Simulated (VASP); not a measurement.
Set up this calculation in VASP 6.6.1, as the native input.

* Task: single point
* Functional: r2SCAN
* Potentials or basis: VASP PAW PBE potentials, release 64 (Ta_pv)
* Cutoff: 520 eV
* k mesh: 20 × 20 × 20
* Occupations: gaussian, width 0.15 eV
* Spin: no spin polarisation
* Dipole correction: no
* Further INCAR settings: ALGO = Normal; EDIFF = 1e-07; NBANDS = 12

The system is Ta.

```
Ta
1.0
    -1.57697    1.65128    1.65128
     1.57697   -1.65128    1.65128
     1.57697    1.65128   -1.65128
Ta
1
Direct
  0.00000 0.00000 0.00000
```

This cell differs from its parent crystal: strain -0.0450 x Voigt [1, 0, 0, 0, 0, 0].

The input as run:

POSCAR

```
Ta
1.0
   -1.5769724000      1.6512800000      1.6512800000
    1.5769724000     -1.6512800000      1.6512800000
    1.5769724000      1.6512800000     -1.6512800000
Ta
1
Direct
    0.0000000000      0.0000000000      0.0000000000
```

INCAR.step1

```
SYSTEM = Ta
PREC     = Accurate       ! precision mode
ENCUT    = 520            ! plane-wave cutoff, eV
ISMEAR   = 0              ! smearing method
SIGMA    = 0.15           ! smearing width, eV
LREAL    = .FALSE.        ! projectors in reciprocal space
LASPH    = .TRUE.         ! aspherical terms in the spheres
NELM     = 60             ! most SCF steps
NBANDS   = 12             ! bands
GGA      = PE             ! functional
ALGO     = Normal         ! electronic algorithm
EDIFF    = 1E-4           ! SCF threshold, eV
LWAVE    = .TRUE.         ! write WAVECAR
LCHARG   = .FALSE.        ! write CHGCAR
```

INCAR.step2

```
SYSTEM = Ta
PREC     = Accurate       ! precision mode
ENCUT    = 520            ! plane-wave cutoff, eV
EDIFF    = 1E-7           ! SCF threshold, eV
ISMEAR   = 0              ! smearing method
SIGMA    = 0.15           ! smearing width, eV
LREAL    = .FALSE.        ! projectors in reciprocal space
LASPH    = .TRUE.         ! aspherical terms in the spheres
NELM     = 60             ! most SCF steps
ALGO     = Normal         ! electronic algorithm
ISIF     = 2              ! what is computed and relaxed
LWAVE    = .FALSE.        ! write WAVECAR
LCHARG   = .FALSE.        ! write CHGCAR
METAGGA  = R2SCAN         ! meta-GGA
LMIXTAU  = .TRUE.       
NBANDS   = 12             ! bands
ISTART   = 1
```

KPOINTS

```
Automatic mesh
0
G
  20 20 20
  0 0 0
```

Potentials or basis: VASP PAW PBE potentials, release 64 (Ta_pv).

Launch:

```bash
$ cat potpaw_PBE.64/Ta_pv/POTCAR > POTCAR
$ cp INCAR.step1 INCAR
$ mpirun -np 1 vasp_std > vasp.out
$ cp INCAR.step2 INCAR
$ mpirun -np 1 vasp_std > vasp.out
```

It gave:

| Quantity | Value |
| --- | --- |
| Pressure | 11.8 GPa |
| Band gap on the k mesh | zero (an odd number of electrons rules out a gap without spin polarisation) |

Caveat: the cell differs from its parent crystal (strain -0.0450 x Voigt [1, 0, 0, 0, 0, 0]); the stress differs along the axes, from 10 to 16 GPa; the PAW data sets were made with another functional, which shifts forces and pressure a little; spin-orbit coupling is left out, which moves the levels of the heavy elements.

Wall time 2.6 min on 1 thread of Intel(R) Xeon(R) 6975P-C (Granite Rapids), on a shared host, peak memory 0.25 GiB.
